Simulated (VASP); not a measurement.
A run of VASP 6.6.1 is set up as follows.

The input INCAR:

```
SYSTEM = K
ALGO = Normal
EDIFF = 1E-6
ENCUT = 520
GGA = PS
ISIF = 2
ISMEAR = -1
LASPH = .True.
LCHARG = .False.
LREAL = .False.
LWAVE = .False.
NBANDS = 10
NELM = 80
PREC = Accurate
SIGMA = 0.1
```

The input KPOINTS:

```
k-points
0
Gamma
  14 14 14
  0 0 0
```

Contents of POSCAR:

```
K
1.0
   -2.6803872964      2.6803872964      2.6803872964
    2.6803872964     -2.6803872964      2.6803872964
    2.6803872964      2.6803872964     -2.6803872964
K
1
Direct
    0.0000000000      0.0000000000      0.0000000000
```

Potentials or basis: VASP PAW PBE potentials, release 64 (K_sv).

Launch:

```console
$ cat potpaw_PBE.64/K_sv/POTCAR > POTCAR
$ mpirun -np 1 vasp_std > vasp.out
```

Problem. Estimate the pressure.

Solution. -0.3 GPa.

Problem. Predict the band gap on the k mesh.

Solution. Zero (an odd number of electrons rules out a gap without spin polarisation).

Caveat: the PAW data sets were made with another functional, which shifts forces and pressure a little.
